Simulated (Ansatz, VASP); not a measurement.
## One calculation of HfS2, two programs

Contents of INCAR:

```
SYSTEM = HfS2
PREC = Accurate
ENCUT = 500
EDIFF = 1E-6
ISMEAR = -1
SIGMA = 0.01
LREAL = .False.
LASPH = .True.
NELM = 120
ALGO = Normal
ISIF = 2
LWAVE = .False.
LCHARG = .False.
GGA = PE
NBANDS = 18
GGA_COMPAT = .False.
```

KPOINTS

```
regular mesh
0
Gamma
  3 3 2
  0 0 0
```

Contents of POSCAR:

```
HfS2
1.0
    3.6396640000      0.0000000000      0.0000000000
   -1.8198320000      3.1520420000      0.0000000000
    0.0000000000      0.0000000000      6.0555620000
Hf S
1 2
Direct
    0.0000000000      0.0000000000      0.0000000000
    0.6666666667      0.3333333333      0.7639520000
    0.3333333333      0.6666666667      0.2360480000
```

Input for Ansatz:

```yaml
crystal:
  lattice:
    - [3.639664, 0.0, 0.0]
    - [-1.819832, 3.152042, 0.0]
    - [0.0, 0.0, 6.055562]
  atoms:
    - { symbol: Hf, position: [0.0, 0.0, 0.0] }
    - { symbol: S, position: [0.6666666666666666, 0.3333333333333333, 0.763952] }
    - { symbol: S, position: [0.33333333333333337, 0.6666666666666666, 0.23604800000000004] }
basis:
  ecutwfc: 420.0
kpoints:
  mp_grid:
    grid: [3, 3, 2]
    shift: [0.0, 0.0, 0.0]
hamiltonian:
  xc: pbe
scf:
  occupations:
    method: fermi_dirac
    width: 0.01
output:
  eigenvalues: true
```

Alike in both runs: task single point; functional PBE; k mesh 3 × 3 × 2; occupations fermi-dirac, width 0.01 eV; no spin polarisation.

```csv
,VASP,Ansatz
version,VASP 6.6.1,Ansatz 0.2.0
potentials or method,"VASP PAW PBE potentials, release 64 (Hf_pv, S), cutoff 500 eV","plane waves, PAW"
valence electrons in the cell,22,38
```

|  | VASP | Ansatz | Ansatz less VASP |
| --- | --- | --- | --- |
| gap on the k mesh at the Fermi level (eV) | 1.37 | 1.35 | -0.014 |

VASP's potentials hold 22 valence electrons a cell and Ansatz's 38, so a difference there can come from the potentials and not from the codes.

The k mesh is coarse, so the values compare programs but aren't converged. Neither program's run includes spin-orbit coupling.
